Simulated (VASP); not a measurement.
Wanted: the native input for a VASP 6.6.1 run.

```yaml
Task: single point
Functional: LDA
Potentials_or_basis: VASP PAW LDA potentials, release 64 (Ti_sv, Al)
Cutoff: 520 eV
k_mesh: 8 × 8 × 8
Occupations: methfessel-paxton, width 0.1 eV
Spin: no spin polarisation
Dipole_correction: no
Further_INCAR_settings: ALGO = Normal; EDIFF = 1e-07; NBANDS = 14
```

The structure of TiAl lies in POSCAR:

```
TiAl
1.0
    3.0180000000      0.0000000000      0.0000000000
    0.0000000000      3.0180000000      0.0000000000
    0.0000000000      0.0000000000      3.0180000000
Ti Al
1 1
Direct
    0.5000000000      0.5000000000      0.5662690524
    0.0000000000      0.0000000000      0.0000000000
```

These files were run (other wordings do the same):

INCAR

```
ALGO = Normal
EDIFF = 1E-7
ENCUT = 520
ISIF = 2
ISMEAR = 1
LASPH = True
LCHARG = False
LREAL = False
LWAVE = False
NBANDS = 14
NELM = 60
PREC = Accurate
SIGMA = 0.1
```

KPOINTS

```
k-points
0
Gamma
  8 8 8
```

Potentials or basis: VASP PAW LDA potentials, release 64 (Ti_sv, Al).

Launch:

```bash
$ cat potpaw_LDA.64/Ti_sv/POTCAR potpaw_LDA.64/Al/POTCAR > POTCAR
$ mpirun -np 1 vasp_std > vasp.out
```

It gave:

The pressure is 18.4 GPa and the largest force is 1.837 eV/Å.

Caveat: forces of over 1 eV/Å act on the atoms, so gaps and moduli don't describe the material at rest.

It took 16 s on 1 thread of Intel(R) Xeon(R) Platinum 8375C CPU @ 2.90GHz (Ice Lake), with other jobs on the host, peak memory 0.14 GiB.
